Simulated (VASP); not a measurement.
# LiCl (P1) in VASP: relaxation of cell and atoms with PBE

Aim: the relaxation of cell and atoms of LiCl with PBE.

All numbers are computed with VASP 6.6.1; they aren't measurements. Logs are shortened: lines on timing, memory, paths and dates and some standing lists are left out, and cuts for length are marked.

## 1. The cell of the first run

The typed cell holds 4 atoms: a = 3.618 Å, b = 3.590 Å, c = 6.356 Å, α = 73.29°, β = 73.53°, γ = 62.66°.

## 2. Relaxation of cell and atoms, PBE

Input file INCAR:

```
ALGO = Normal
EDIFF = 1E-6
EDIFFG = -0.025
ENCUT = 600
GGA = PE
IBRION = 2
ISIF = 3
ISMEAR = 0
LASPH = T
LCHARG = F
LREAL = F
LWAVE = F
NELM = 60
NSW = 80
PREC = Accurate
SIGMA = 0.1
```

Input file KPOINTS:

```
k-points
0
Gamma
  6 6 6
```

Input file POSCAR:

```
LiCl
1.0
   -2.5282360075      0.0830600157     -2.5863370729
   -2.5204265175     -2.5554967017      0.0752505257
   -5.1705463135      2.6099394545      2.6173513559
Li Cl
2 2
Direct
    0.9841511763      1.0125703631     -0.0112392456
    0.5108063413      0.5054587970      0.5035166552
    0.2702758546      0.2144938112      0.2547592107
    0.7347666278      0.7674770287      0.7529633797
```

Potentials or basis: VASP PAW PBE potentials, release 64 (Li_sv, Cl).

Command:

```sh
$ cat potpaw_PBE.64/Li_sv/POTCAR potpaw_PBE.64/Cl/POTCAR > POTCAR
$ mpirun -np 1 vasp_std > vasp.out
```

OUTCAR:

```text
EDIFF = 1E-6
   EDIFFG = -0.025
   ENCUT = 600
   GGA = PE
   IBRION = 2
   ISIF = 3
   ISMEAR = 0
   LASPH = T
   LREAL = F
   NELM = 60
   NSW = 80
   PREC = Accurate

 ion  position               nearest neighbor table
   1  0.984  0.013  0.989-   4 2.47   3 2.56   4 2.57   4 2.58   3 2.62
   2  0.511  0.505  0.504-   3 2.48   4 2.52   4 2.56   3 2.63
   3  0.270  0.214  0.255-   2 2.48   1 2.56   1 2.62   2 2.63
   4  0.735  0.767  0.753-   1 2.47   2 2.52   2 2.56   1 2.57   1 2.58

  LATTYP: Found a triclinic cell.
 ALAT       =     3.5900941303
 B/A-ratio  =     1.0439312647
 C/A-ratio  =     1.7703860371
 COS(alpha) =     0.0016564404
 COS(beta)  =     0.2874579785
 COS(gamma) =     0.5145616961

  Lattice vectors:

 A1 = (  -2.5204265175,  -2.5554967017,   0.0752505257)
 A2 = (   0.0078094900,  -2.6385567174,   2.6615875986)
 A3 = (  -5.1705463135,   2.6099394545,   2.6173513559)

Analysis of symmetry for initial positions (statically):
=====================================================================
 Subroutine PRICEL returns:
 Original cell was already a primitive cell.

 Routine SETGRP: Setting up the symmetry group for a
 triclinic supercell.

 Subroutine GETGRP returns: Found  1 space group operations
 (whereof  1 operations were pure point group operations)
 out of a pool of  2 trial point group operations.

The static configuration has the point symmetry C_1 .

Analysis of symmetry for dynamics (positions and initial velocities):
=====================================================================
 Subroutine PRICEL returns:
 Original cell was already a primitive cell.

 Routine SETGRP: Setting up the symmetry group for a
 triclinic supercell.

 Subroutine GETGRP returns: Found  1 space group operations
 (whereof  1 operations were pure point group operations)
 out of a pool of  2 trial point group operations.

The dynamic configuration has the point symmetry C_1 .

 Subroutine INISYM returns: Found  1 space group operations
 (whereof  1 operations are pure point group operations),
 and found     1 'primitive' translations

----------------------------------------------------------------------------------------

                                     Primitive cell

  volume of cell :      69.1100

  direct lattice vectors                    reciprocal lattice vectors
    -2.528236007  0.083060016 -2.586337073    -0.099624213  0.089824237 -0.286376312
    -2.520426517 -2.555496702  0.075250526    -0.100818662 -0.289249744  0.089264576
    -5.170546314  2.609939455  2.617351356    -0.095545116  0.097075981  0.096516320

  length of vectors
     3.617736272  3.590094130  6.355852520     0.316235308  0.319057959  0.166937159

  position of ions in fractional coordinates (direct lattice)
     0.984151176  0.012570363  0.988760754
     0.510806341  0.505458797  0.503516655
     0.270275855  0.214493811  0.254759211
     0.734766628  0.767477029  0.752963380

  ion indices of the primitive-cell ions
   primitive index   ion index
                 1           1
                 2           2
                 3           3
                 4           4

----------------------------------------------------------------------------------------

 KPOINTS: k-points

Automatic generation of k-mesh.
 Grid dimensions read from file:
 generate k-points for:    6    6    6

 Generating k-lattice:

  Cartesian coordinates                     Fractional coordinates (reciprocal lattice)
    -0.016604036  0.014970706 -0.047729385     0.166666667 -0.000000000  0.000000000
    -0.016803110 -0.048208291  0.014877429     0.000000000  0.166666667 -0.000000000
    -0.015924186  0.016179330  0.016086053     0.000000000 -0.000000000  0.166666667

  Length of vectors
     0.052705885  0.053176326  0.027822860

  Shift w.r.t. Gamma in fractional coordinates (k-lattice)
     0.000000000  0.000000000  0.000000000

 Subroutine IBZKPT returns following result:
 ===========================================

 Found    112 irreducible k-points:

 Following reciprocal coordinates:
            Coordinates               Weight
  0.000000  0.000000  0.000000      1.000000
  0.166667  0.000000  0.000000      2.000000
  0.333333 -0.000000  0.000000      2.000000
  0.500000 -0.000000 -0.000000      1.000000
 -0.000000  0.166667  0.000000      2.000000
  0.166667  0.166667  0.000000      2.000000
[... 16 lines left out ...]
  0.333333 -0.000000  0.166667      2.000000
  0.500000 -0.000000  0.166667      2.000000
 [... further k-points ...]
   k-points           NKPTS =    112   k-points in BZ     NKDIM =    112   number of bands    NBANDS=     14
   number of dos      NEDOS =    301   number of ions     NIONS =      4
   total plane-waves  NPLWV =  48600
   dimension x,y,z NGX =    30 NGY =   30 NGZ =   54
   dimension x,y,z NGXF=    60 NGYF=   60 NGZF=  108
   ions per type =               2   2
   NGX,Y,Z   is equivalent  to a cutoff of  13.79, 13.89, 14.12 a.u.
   NGXF,Y,Z  is equivalent  to a cutoff of  27.57, 27.78, 28.25 a.u.
 SYSTEM =  unknown system
   PREC   = accura    normal or accurate (medium, high low for compatibility)
   ISTART =      0    job   : 0-new  1-cont  2-samecut
   ICHARG =      2    charge: 1-file 2-atom 10-const
   ISPIN  =      1    spin polarized calculation?
   LNONCOLLINEAR =      F non collinear calculations
   LSORBIT =      F    spin-orbit coupling
   LASPH  =      T    aspherical Exc in radial PAW
   ENCUT  =  600.0 eV  44.10 Ry    6.64 a.u.   7.23  7.17 12.69*2*pi/ulx,y,z
   NELM   =     60;   NELMIN=  2; NELMDL= -5     # of ELM steps
   EDIFF  = 0.1E-05   stopping-criterion for ELM
   LREAL  =      F    real-space projection
   EDIFFG = -.3E-01   stopping-criterion for IOM
   NSW    =     80    number of steps for IOM
   IBRION =      2    ionic relax: 0-MD 1-quasi-New 2-CG
   NFREE  =      1    steps in history (QN), initial steepest desc. (CG)
   ISIF   =      3    stress and relaxation
   ISYM   =      2    0-nonsym 1-usesym 2-fastsym
   POTIM  = 0.5000    time-step for ionic-motion
   TEBEG  =    0.0;   TEEND  =   0.0 temperature during run
   PSTRESS=    0.0 pullay stress
   NELECT =      20.0000    total number of electrons
   NUPDOWN=      -1.0000    fix difference up-down
   EMIN   =  10.00;   EMAX   =-10.00  energy-range for DOS
   EFERMI =   0.00;   METHOD = LEGACY
   ISMEAR =     0;   SIGMA  =   0.10  broadening in eV -4-tet -1-fermi 0-gaus
   EFERMI_NEDOS =   21; number of points for ismear=-14 and -15
   IALGO  =     38    algorithm
   IMIX   =      4    mixing-type and parameters
     AMIX     =   0.40;   BMIX     =  1.00
     AMIX_MAG =   1.60;   BMIX_MAG =  1.00
  volume/ion in A,a.u.               =      17.28       116.59
  Fermi-wavevector in a.u.,A,eV,Ry     =   1.082857  2.046303 15.953912  1.172579
  Thomas-Fermi vector in A             =   2.218909
   LORBIT       =      0    0 simple, 1 ext, 2 COOP (PROOUT), +10 PAW based schemes
   GGA     = PE    functional components
   LHFCALC =     F    Hartree Fock is set to
   AEXX    =    0.0000 exact exchange contribution
   IVDW    =     0    specifies the selected vdW correction
   LEPSILON=     F    determine dielectric tensor
   LRPA    =     F    only Hartree local field effects (RPA)
 conjugate gradient relaxation of ions
 non-spin polarized calculation
 Gauss-broadening in eV      SIGMA  =   0.10
  energy-cutoff  :      600.00
  volume of cell :       69.11
 maximum number of plane-waves:      2333
 NGX is ok and might be reduce to    30
   NGX = 15   NGY = 15   NGZ = 25

--------------------------------------- Ionic step        1  -------------------------------------------

 number of electron      20.0000002 magnetization

 Free energy of the ion-electron system (eV)
  ---------------------------------------------------
  ext. energy  EPLUGINS =         0.00000000
  ---------------------------------------------------
  free energy    TOTEN  =       -14.73588479 eV

  energy without entropy =      -14.73588479  energy(sigma->0) =      -14.73588479

------------------------ aborting loop because EDIFF is reached ----------------------------------------

  FORCE on cell =-STRESS in cart. coord.  units (eV):
  Direction    XX          YY          ZZ          XY          YZ          ZX
  --------------------------------------------------------------------------------------
  -------------------------------------------------------------------------------------
  Total        0.0568300     -0.0621719     -0.2624386      0.2649353      0.3600735      0.1878273
  in kB        1.3174886     -1.4413299     -6.0841134      6.1419933      8.3475810      4.3543991
  external PRESSURE =      -2.0693182 kB  Pullay stress =       0.0000000 kB
[... 289 lines left out ...]
  energy  without entropy=      -14.7710548885  energy(sigma->0) =      -14.77105489

--------------------------------------- Ionic step        9  -------------------------------------------

 number of electron      19.9999996 magnetization

 Free energy of the ion-electron system (eV)
  ---------------------------------------------------
  ext. energy  EPLUGINS =         0.00000000
  ---------------------------------------------------
  free energy    TOTEN  =       -14.77172349 eV

  energy without entropy =      -14.77172349  energy(sigma->0) =      -14.77172349

 E-fermi :   1.0263     XC(G=0):  -8.7004

 val. band max:        0.5371385880   @ k =   0.0000   0.0000   0.0000
 cond. band min:       6.8268588272   @ k =   0.0000   0.0000   0.0000
 fundamental gap:      6.2897202392
 Fermi energy:         1.0262530937

 k-point     1 :       0.0000    0.0000    0.0000
  band No.  band energies     occupation
      1     -43.0050      2.00000
      2     -43.0020      2.00000
      3     -12.8448      2.00000
      4     -12.2850      2.00000
      5      -2.2565      2.00000
      6       0.2704      2.00000
      7       0.2774      2.00000
      8       0.5206      2.00000
      9       0.5251      2.00000
     10       0.5371      2.00000
     11       6.8269      0.00000
     12       7.2804      0.00000
     13      10.0182      0.00000
     14      10.0342      0.00000
[... 375 lines left out ...]
 k-point    24 :       0.5000   -0.0000    0.1667
  band No.  band energies     occupation
      1     -43.0025      2.00000
      2     -43.0009      2.00000
      3     -12.2302      2.00000
      4     -12.1079      2.00000
      5      -2.0594      2.00000
      6      -2.0283      2.00000
      7      -0.8083      2.00000
      8      -0.3707      2.00000
      9      -0.3512      2.00000
     10       0.0431      2.00000
     11       8.2629      0.00000
     12       8.6618      0.00000
     13       9.7043      0.00000
     14       9.8850      0.00000

 [... further k-points ...]
[... 5 lines left out ...]
  --------------------------------------------------------------------------------------
  -------------------------------------------------------------------------------------
  Total        0.0209214      0.0258775      0.0385750      0.0174645      0.0229934      0.0094651
  in kB        0.4932535      0.6100995      0.9094627      0.4117506      0.5421043      0.2231530
  external PRESSURE =       0.6709386 kB  Pullay stress =       0.0000000 kB
[... 19 lines left out ...]
  FREE ENERGIE OF THE ION-ELECTRON SYSTEM (eV)
  ---------------------------------------------------
  free  energy   TOTEN  =       -14.7717234880 eV

  energy  without entropy=      -14.7717234880  energy(sigma->0) =      -14.77172349

 reached required accuracy - stopping structural energy minimisation
```

Run time: 12 min. Hardware: 1 thread of Oxide Virtual Turin-like, shared host; peak memory 0.24 GiB.

Results:

```yaml
Free_energy: -14.7717 eV
Relaxed_volume: 16.99 Å³/atom
Relaxed_cell: a = 3.634 Å, b = 3.634 Å, c = 6.301 Å, α = 73.18°, β = 73.12°, γ = 60.09°
Space_group_after_relaxing_to_0.05_Å: C2 (No. 5)
Energy_gained_by_relaxing: 9.0 meV/atom
Ionic_steps: 9
Pressure_after_relaxing: 0.1 GPa
Largest_force_after_relaxing: 0.022 eV/Å
Band_gap_on_the_k_mesh: 6.29 eV
```

Forces in eV/Å, atoms in the order of the input:
```
Li   0.002  0.011 -0.012
Li   0.002  0.003  0.021
Cl  -0.001 -0.010 -0.003
Cl  -0.003 -0.003 -0.006
```

Step by step:
| step | energy change (eV) | largest force (eV/Å) | pressure (GPa) | volume (Å³) |
| --- | --- | --- | --- | --- |
| 1 | 0.0000 | 0.1929 | -0.21 | 69.11 |
| 2 | -0.0095 | 0.1629 | -0.16 | 68.88 |
| 3 | -0.0260 | 0.1143 | 0.08 | 68.18 |
| 4 | -0.0272 | 0.1106 | 0.19 | 67.90 |
| 5 | -0.0296 | 0.0916 | 0.03 | 68.21 |
| 6 | -0.0322 | 0.0543 | -0.32 | 68.88 |
| 7 | -0.0345 | 0.0394 | -0.07 | 68.30 |
| 8 | -0.0352 | 0.0349 | 0.15 | 67.79 |
| 9 | -0.0358 | 0.0217 | 0.07 | 67.96 |

Final structure:
```yaml
crystal:
  lattice:
    - [-2.57073, 0.00509, -2.56783]
    - [-2.56986, -2.56917, 0.00394]
    - [-5.14653, 2.57310, 2.56858]
  atoms:
    - { symbol: Li, position: [0.99524, 0.00492, 0.99955] }
    - { symbol: Li, position: [0.50629, 0.49792, 0.49895] }
    - { symbol: Cl, position: [0.25017, 0.24756, 0.25081] }
    - { symbol: Cl, position: [0.74830, 0.74960, 0.75070] }
```

Caveat: the cutoff is under 1.25 times the usual one of these potentials, so pressure, stress and relaxed cells hold a basis-set (Pulay) error. A k mesh can miss the band edges.
